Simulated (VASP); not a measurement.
# Bi (R-3m) in VASP: further runs

Bi is run at these levels: LDA; tasks: single point, relaxation of volume and atoms at fixed shape.

All numbers are computed with VASP 6.6.1; they aren't measurements. Logs are shortened: lines on timing, memory, paths and dates and some standing lists are left out, and cuts for length are marked.

## 1. The cell of the first run

The structure is trigonal, space group R-3m (No. 166). The conventional cell has a = 4.470 Å, b = 4.470 Å, c = 11.645 Å, α = 90.00°, β = 90.00°, γ = 120.00°. Within 4.0 Å of Bi (site symmetry 3m) lie 6 Bi at 3.05 to 3.43 Å.

## 2. Single point, LDA

File INCAR:

```
ALGO = Normal
EDIFF = 1E-6
ENCUT = 500
GGA_COMPAT = F
ISIF = 2
ISMEAR = 0
LASPH = T
LCHARG = F
LREAL = F
LWAVE = F
NBANDS = 22
NELM = 120
PREC = Accurate
SIGMA = 0.05
```

File KPOINTS:

```
k-points
0
Gamma
  7 7 7
```

File POSCAR:

```
Bi
1.0
    2.2350020903      1.2903790601      3.8815604084
   -2.2350020903      1.2903790601      3.8815604084
    0.0000000000     -2.5807581153      3.8815604100
Bi
2
Direct
    0.2364660111      0.2364660111      0.2364660111
    0.7635339889      0.7635339889      0.7635339889
```

Potentials or basis: VASP PAW LDA potentials, release 64 (Bi_d).

Command:

```bash
> cat potpaw_LDA.64/Bi_d/POTCAR > POTCAR
> mpirun -np 1 vasp_std > vasp.out
```

OUTCAR:

```text
EDIFF = 1E-6
   ENCUT = 500
   ISIF = 2
   ISMEAR = 0
   LASPH = T
   LREAL = F
   NELM = 120
   PREC = Accurate

 ion  position               nearest neighbor table
   1  0.236  0.236  0.236-   2 3.05   2 3.05   2 3.05   2 3.43   2 3.43   2 3.43
   2  0.764  0.764  0.764-   1 3.05   1 3.05   1 3.05   1 3.43   1 3.43   1 3.43

  LATTYP: Found a trigonal (rhomboedric) cell.
 ALAT       =     4.6612041005
 COS(alpha) =     0.5401781300

  Lattice vectors:

 A1 = (   2.2350020903,   1.2903790601,   3.8815604084)
 A2 = (  -2.2350020903,   1.2903790601,   3.8815604084)
 A3 = (   0.0000000000,  -2.5807581153,   3.8815604100)

Analysis of symmetry for initial positions (statically):
=====================================================================
 Subroutine PRICEL returns:
 Original cell was already a primitive cell.

 Routine SETGRP: Setting up the symmetry group for a
 trigonal (rhombohedral) supercell.

 Subroutine GETGRP returns: Found 12 space group operations
 (whereof 12 operations were pure point group operations)
 out of a pool of 12 trial point group operations.

The static configuration has the point symmetry D_3d.

Analysis of symmetry for dynamics (positions and initial velocities):
=====================================================================
 Subroutine PRICEL returns:
 Original cell was already a primitive cell.

 Routine SETGRP: Setting up the symmetry group for a
 trigonal (rhombohedral) supercell.

 Subroutine GETGRP returns: Found 12 space group operations
 (whereof 12 operations were pure point group operations)
 out of a pool of 12 trial point group operations.

The dynamic configuration has the point symmetry D_3d.

 Subroutine INISYM returns: Found 12 space group operations
 (whereof 12 operations are pure point group operations),
 and found     1 'primitive' translations

----------------------------------------------------------------------------------------

                                     Primitive cell

  volume of cell :      67.1665

  direct lattice vectors                    reciprocal lattice vectors
     2.235002090  1.290379060  3.881560408     0.223713437  0.129161013  0.085876116
    -2.235002090  1.290379060  3.881560408    -0.223713437  0.129161013  0.085876116
     0.000000000 -2.580758115  3.881560410     0.000000000 -0.258322026  0.085876116

[... 73 lines left out ...]
 SYSTEM =  unknown system
   PREC   = accura    normal or accurate (medium, high low for compatibility)
   ISTART =      0    job   : 0-new  1-cont  2-samecut
   ICHARG =      2    charge: 1-file 2-atom 10-const
   ISPIN  =      1    spin polarized calculation?
   LNONCOLLINEAR =      F non collinear calculations
   LSORBIT =      F    spin-orbit coupling
   LASPH  =      T    aspherical Exc in radial PAW
   ENCUT  =  500.0 eV  36.75 Ry    6.06 a.u.   8.50  8.50  8.50*2*pi/ulx,y,z
   NELM   =    120;   NELMIN=  2; NELMDL= -5     # of ELM steps
   EDIFF  = 0.1E-05   stopping-criterion for ELM
   LREAL  =      F    real-space projection
   EDIFFG = 0.1E-04   stopping-criterion for IOM
   NSW    =      0    number of steps for IOM
   IBRION =     -1    ionic relax: 0-MD 1-quasi-New 2-CG
   NFREE  =      0    steps in history (QN), initial steepest desc. (CG)
   ISIF   =      2    stress and relaxation
   ISYM   =      2    0-nonsym 1-usesym 2-fastsym
   POTIM  = 0.5000    time-step for ionic-motion
   TEBEG  =    0.0;   TEEND  =   0.0 temperature during run
   PSTRESS=    0.0 pullay stress
   NELECT =      30.0000    total number of electrons
   NUPDOWN=      -1.0000    fix difference up-down
   EMIN   =  10.00;   EMAX   =-10.00  energy-range for DOS
   EFERMI =   0.00;   METHOD = LEGACY
   ISMEAR =     0;   SIGMA  =   0.05  broadening in eV -4-tet -1-fermi 0-gaus
   EFERMI_NEDOS =   21; number of points for ismear=-14 and -15
   IALGO  =     38    algorithm
   IMIX   =      4    mixing-type and parameters
     AMIX     =   0.40;   BMIX     =  1.00
     AMIX_MAG =   1.60;   BMIX_MAG =  1.00
  volume/ion in A,a.u.               =      33.58       226.63
  Fermi-wavevector in a.u.,A,eV,Ry     =   1.251404  2.364811 21.306896  1.566013
  Thomas-Fermi vector in A             =   2.385353
   LORBIT       =      0    0 simple, 1 ext, 2 COOP (PROOUT), +10 PAW based schemes
   GGA     = CA    functional components
   LHFCALC =     F    Hartree Fock is set to
   AEXX    =    0.0000 exact exchange contribution
   IVDW    =     0    specifies the selected vdW correction
   LEPSILON=     F    determine dielectric tensor
   LRPA    =     F    only Hartree local field effects (RPA)
 non-spin polarized calculation
 Gauss-broadening in eV      SIGMA  =   0.05
  energy-cutoff  :      500.00
  volume of cell :       67.17
 maximum number of plane-waves:      1733
 NGX is ok and might be reduce to    36
   NGX = 17   NGY = 17   NGZ = 17

 number of electron      30.0000012 magnetization

 Free energy of the ion-electron system (eV)
  ---------------------------------------------------
  ext. energy  EPLUGINS =         0.00000000
  ---------------------------------------------------
  free energy    TOTEN  =        -9.14836562 eV

  energy without entropy =       -9.14836473  energy(sigma->0) =       -9.14836518

 E-fermi :   6.5163     XC(G=0): -10.0207

 val. band max:        6.3826240919   @ k =   0.4286   0.2857   0.2857
 cond. band min:       6.6487253537   @ k =   0.4286   0.0000   0.0000
 fundamental gap:      0.2661012618
 Fermi energy:         6.5162529809

 k-point     1 :       0.0000    0.0000    0.0000
  band No.  band energies     occupation
      1     -16.3239      2.00000
      2     -16.3239      2.00000
      3     -16.1501      2.00000
      4     -16.1501      2.00000
      5     -16.1413      2.00000
      6     -15.9408      2.00000
[... 589 lines left out ...]
     21      14.9766      0.00000
     22      15.6682      0.00000

 [... further k-points ...]
[... 5 lines left out ...]
  --------------------------------------------------------------------------------------
  -------------------------------------------------------------------------------------
  Total        0.1651781      0.1651781     -0.1966324      0.0000000     -0.0000000      0.0000000
  in kB        3.9401279      3.9401279     -4.6904329      0.0000000     -0.0000000      0.0000000
  external PRESSURE =       1.0632743 kB  Pullay stress =       0.0000000 kB

 VOLUME and BASIS-vectors are now :
 -----------------------------------------------------------------------------
  energy-cutoff  :      500.00
  volume of cell :       67.17
      direct lattice vectors                 reciprocal lattice vectors
     2.235002090  1.290379060  3.881560408     0.223713437  0.129161013  0.085876116
    -2.235002090  1.290379060  3.881560408    -0.223713437  0.129161013  0.085876116
     0.000000000 -2.580758115  3.881560410     0.000000000 -0.258322026  0.085876116

 POSITION                                       TOTAL-FORCE (eV/Angst)
 -----------------------------------------------------------------------------------
      0.00000      0.00000      2.75357         0.000000      0.000000      0.022393
      0.00000      0.00000      8.89111         0.000000     -0.000000     -0.022393
 -----------------------------------------------------------------------------------
    total drift:                                0.000000     -0.000000      0.000000

  FREE ENERGIE OF THE ION-ELECTRON SYSTEM (eV)
  ---------------------------------------------------
  free  energy   TOTEN  =        -9.1483656214 eV

  energy  without entropy=       -9.1483647294  energy(sigma->0) =       -9.14836518
```

It took 37 s on 1 thread of Intel Xeon Platinum 8375C at 2.90GHz (Ice Lake), shared host; peak memory 0.19 GiB.

Results:

```
Free energy            : -9.1484 eV
Pressure               : 0.1 GPa
Largest force          : 0.022 eV/Å
Band gap on the k mesh : 0.27 eV, indirect (least direct gap 0.55 eV)
```

Forces in eV/Å, atoms in the order of the input:
```
Bi   0.000  0.000  0.022
Bi   0.000  0.000 -0.022
```

Levels at points of the mesh, in eV from the valence-band top:
```csv
k point,band 11,band 12,band 13,band 14,band 15,band 16,band 17,band 18,band 19,band 20
"(0.00, 0.00, 0.00)",-13.13,-7.08,-1.41,-1.01,-1.01,2.98,3.31,3.31,5.77,6.03
```

Caveat: spin-orbit coupling is left out, which moves the levels of the heavy elements. A k mesh can miss the band edges.

## 3. Relaxation of volume and atoms at fixed shape, LDA

This run uses another cell than the first one, of 35.07 Å³/atom, 1.044 times its volume.

File INCAR:

```
SYSTEM = Bi
PREC = Accurate
ENCUT = 500
EDIFF = 1E-7
ISMEAR = 0
SIGMA = 0.05
LREAL = .False.
LASPH = .True.
NELM = 120
ALGO = Normal
ISIF = 8
LWAVE = .False.
LCHARG = .False.
IBRION = 2
NSW = 80
EDIFFG = -0.01
GGA_COMPAT = .False.
NELMIN = 4
```

File KPOINTS:

```
regular mesh
0
Gamma
  7 7 7
  0 0 0
```

File POSCAR:

```
Bi
1.0
    2.2675000000      1.3091417400      3.9380000000
   -2.2675000000      1.3091417400      3.9380000000
    0.0000000000     -2.6182834700      3.9380000000
Bi
2
Direct
    0.2339999997      0.2339999997      0.2340000006
    0.7659999990      0.7659999990      0.7660000020
```

Potentials or basis: VASP PAW LDA potentials, release 64 (Bi_d).

Command:

```bash
> cat potpaw_LDA.64/Bi_d/POTCAR > POTCAR
> mpirun -np 1 vasp_std > vasp.out
```

OUTCAR:

```text
SYSTEM = Bi
   PREC = Accurate
   ENCUT = 500
   EDIFF = 1E-7
   ISMEAR = 0
   LREAL = .False.
   LASPH = .True.
   NELM = 120
   ISIF = 8
   IBRION = 2
   NSW = 80
   EDIFFG = -0.01
   NELMIN = 4

 ion  position               nearest neighbor table
   1  0.234  0.234  0.234-   2 3.06   2 3.06   2 3.06   2 3.52   2 3.52   2 3.52
   2  0.766  0.766  0.766-   1 3.06   1 3.06   1 3.06   1 3.52   1 3.52   1 3.52

  LATTYP: Found a trigonal (rhomboedric) cell.
 ALAT       =     4.7289800534
 COS(alpha) =     0.5401781297

  Lattice vectors:

 A1 = (   2.2675000000,   1.3091417400,   3.9380000000)
 A2 = (  -2.2675000000,   1.3091417400,   3.9380000000)
 A3 = (   0.0000000000,  -2.6182834700,   3.9380000000)

Analysis of symmetry for initial positions (statically):
=====================================================================
 Subroutine PRICEL returns:
 Original cell was already a primitive cell.

 Routine SETGRP: Setting up the symmetry group for a
 trigonal (rhombohedral) supercell.

 Subroutine GETGRP returns: Found 12 space group operations
 (whereof 12 operations were pure point group operations)
 out of a pool of 12 trial point group operations.

The static configuration has the point symmetry D_3d.

Analysis of symmetry for dynamics (positions and initial velocities):
=====================================================================
 Subroutine PRICEL returns:
 Original cell was already a primitive cell.

 Routine SETGRP: Setting up the symmetry group for a
 trigonal (rhombohedral) supercell.

 Subroutine GETGRP returns: Found 12 space group operations
 (whereof 12 operations were pure point group operations)
 out of a pool of 12 trial point group operations.

The dynamic configuration has the point symmetry D_3d.

 Subroutine INISYM returns: Found 12 space group operations
[... 117 lines left out ...]
     AMIX_MAG =   1.60;   BMIX_MAG =  1.00
  volume/ion in A,a.u.               =      35.07       236.66
  Fermi-wavevector in a.u.,A,eV,Ry     =   1.233469  2.330919 20.700530  1.521446
  Thomas-Fermi vector in A             =   2.368198
   LORBIT       =      0    0 simple, 1 ext, 2 COOP (PROOUT), +10 PAW based schemes
   GGA     = CA    functional components
   LHFCALC =     F    Hartree Fock is set to
   AEXX    =    0.0000 exact exchange contribution
   IVDW    =     0    specifies the selected vdW correction
   LEPSILON=     F    determine dielectric tensor
   LRPA    =     F    only Hartree local field effects (RPA)
 conjugate gradient relaxation of ions
 non-spin polarized calculation
 Gauss-broadening in eV      SIGMA  =   0.05
  energy-cutoff  :      500.00
  volume of cell :       70.14
 maximum number of plane-waves:      1795
   NGX = 17   NGY = 17   NGZ = 17

--------------------------------------- Ionic step        1  -------------------------------------------

 number of electron      30.0000003 magnetization

 Free energy of the ion-electron system (eV)
  ---------------------------------------------------
  ext. energy  EPLUGINS =         0.00000000
  ---------------------------------------------------
  free energy    TOTEN  =        -9.13315888 eV

  energy without entropy =       -9.13315821  energy(sigma->0) =       -9.13315855

------------------------ aborting loop because EDIFF is reached ----------------------------------------

  FORCE on cell =-STRESS in cart. coord.  units (eV):
  Direction    XX          YY          ZZ          XY          YZ          ZX
  --------------------------------------------------------------------------------------
  -------------------------------------------------------------------------------------
  Total       -0.6298644     -0.6298644     -0.7220214      0.0000000     -0.0000000      0.0000000
  in kB      -14.3878771    -14.3878771    -16.4930020      0.0000000     -0.0000000      0.0000000
  external PRESSURE =     -15.0895854 kB  Pullay stress =       0.0000000 kB
[... 95 lines left out ...]
--------------------------------------- Ionic step        4  -------------------------------------------

 number of electron      30.0000007 magnetization

 E-fermi :   6.4291     XC(G=0):  -9.9821

 val. band max:        6.2898563469   @ k =   0.4286   0.2857   0.2857
 cond. band min:       6.5683820961   @ k =   0.4286   0.0000   0.0000
 fundamental gap:      0.2785257492
 Fermi energy:         6.4291452841

 k-point     1 :       0.0000    0.0000    0.0000
  band No.  band energies     occupation
      1     -16.4027      2.00000
      2     -16.4027      2.00000
      3     -16.2303      2.00000
      4     -16.2303      2.00000
      5     -16.2162      2.00000
      6     -16.0213      2.00000
[... 590 lines left out ...]
--------------------------------------- Ionic step        6  -------------------------------------------

 number of electron      30.0000011 magnetization

 Free energy of the ion-electron system (eV)
  ---------------------------------------------------
  ext. energy  EPLUGINS =         0.00000000
  ---------------------------------------------------
  free energy    TOTEN  =        -9.14969895 eV

  energy without entropy =       -9.14969792  energy(sigma->0) =       -9.14969844

 E-fermi :   6.5182     XC(G=0): -10.0220

 val. band max:        6.3854255844   @ k =   0.4286   0.2857   0.2857
 cond. band min:       6.6492504582   @ k =   0.4286   0.0000   0.0000
 fundamental gap:      0.2638248739
 Fermi energy:         6.5181704324

 k-point     1 :       0.0000    0.0000    0.0000
  band No.  band energies     occupation
      1     -16.3209      2.00000
      2     -16.3209      2.00000
      3     -16.1473      2.00000
      4     -16.1473      2.00000
      5     -16.1392      2.00000
      6     -15.9385      2.00000
[... 548 lines left out ...]
  FREE ENERGIE OF THE ION-ELECTRON SYSTEM (eV)
  ---------------------------------------------------
  free  energy   TOTEN  =        -9.1496989537 eV

  energy  without entropy=       -9.1496979179  energy(sigma->0) =       -9.14969844

 reached required accuracy - stopping structural energy minimisation
```

OSZICAR:

```text
N       E                     dE             d eps       ncg     rms          rms(c)
DAV:   1     0.292133288576E+03    0.29213E+03   -0.16390E+04  1680   0.187E+03
DAV:   2     0.148318275275E+02   -0.27730E+03   -0.27314E+03  1684   0.451E+02
DAV:   3    -0.828939793950E+01   -0.23121E+02   -0.22765E+02  1942   0.154E+02
[... 52 lines left out ...]
DAV:   1    -0.914972449503E+01   -0.31616E-04   -0.11522E-02  2335   0.872E-01    0.324E-02
DAV:   2    -0.914970428567E+01    0.20209E-04   -0.20961E-04  2121   0.176E-01    0.130E-02
DAV:   3    -0.914969879840E+01    0.54873E-05   -0.35718E-05  2176   0.861E-02    0.174E-03
DAV:   4    -0.914969890943E+01   -0.11103E-06   -0.11124E-06  1801   0.978E-03    0.106E-03
DAV:   5    -0.914969895366E+01   -0.44231E-07   -0.10881E-07  1085   0.255E-03
   6 F= -.91496990E+01 E0= -.91496984E+01  d E =-.556850E-02
```

CONTCAR:

```text
Bi
   1.00000000000000
     2.2348610615116633    1.2902976400113013    3.8813154841159556
    -2.2348610615116633    1.2902976400113013    3.8813154841159556
     0.0000000000000000   -2.5805952701665453    3.8813154841159556
  Bi
     2
Direct
     0.2366627168024228    0.2366627168024228    0.2366627177024176
     0.7633372818975824    0.7633372818975824    0.7633372848975791

  0.00000000E+00  0.00000000E+00  0.00000000E+00
  0.00000000E+00  0.00000000E+00  0.00000000E+00
```

Wall time 2.5 min (1 thread of Intel Xeon Platinum 8375C at 2.90GHz (Ice Lake), shared host); peak memory 0.2 GiB.

Results:

| Property | Result |
| --- | --- |
| Free energy | -9.1497 eV |
| Relaxed volume | 33.58 Å³/atom |
| Relaxed cell | a = 4.661 Å, b = 4.661 Å, c = 4.661 Å, α = 57.30°, β = 57.30°, γ = 57.30° |
| Space group after relaxing (to 0.05 Å) | R-3m (No. 166) |
| Energy gained by relaxing | 8.3 meV/atom |
| Ionic steps | 6 |
| Pressure after relaxing | 0.0 GPa |
| Largest force after relaxing | 0.005 eV/Å |
| Band gap on the k mesh | 0.26 eV, indirect (least direct gap 0.55 eV) |

Forces on the atoms (eV/Å):
```
Bi   0.000  0.000  0.005
Bi   0.000  0.000 -0.005
```

Step by step:
```tsv
step	energy change (eV)	largest force (eV/Å)	pressure (GPa)	volume (Å³)
1	0.0000	0.0679	-1.51	70.14
2	-0.0083	0.2668	0.92	66.84
3	-0.0110	0.1999	0.06	67.90
4	-0.0140	0.1336	0.05	67.66
5	-0.0165	0.0106	0.06	67.18
6	-0.0165	0.0049	0.04	67.15
```

Final structure:
```
Bi
1.0
     2.23486    1.29030    3.88132
    -2.23486    1.29030    3.88132
     0.00000   -2.58060    3.88132
Bi
2
Direct
  0.23666 0.23666 0.23666
  0.76334 0.76334 0.76334
```

Levels at points of the mesh, in eV from the valence-band top:
| k point | band 11 | band 12 | band 13 | band 14 | band 15 | band 16 | band 17 | band 18 | band 19 |
| --- | --- | --- | --- | --- | --- | --- | --- | --- | --- |
| (0.00, 0.00, 0.00) | -13.13 | -7.08 | -1.42 | -1.01 | -1.01 | 3.00 | 3.31 | 3.31 | 5.76 |

Caveat: spin-orbit coupling is left out, which moves the levels of the heavy elements.
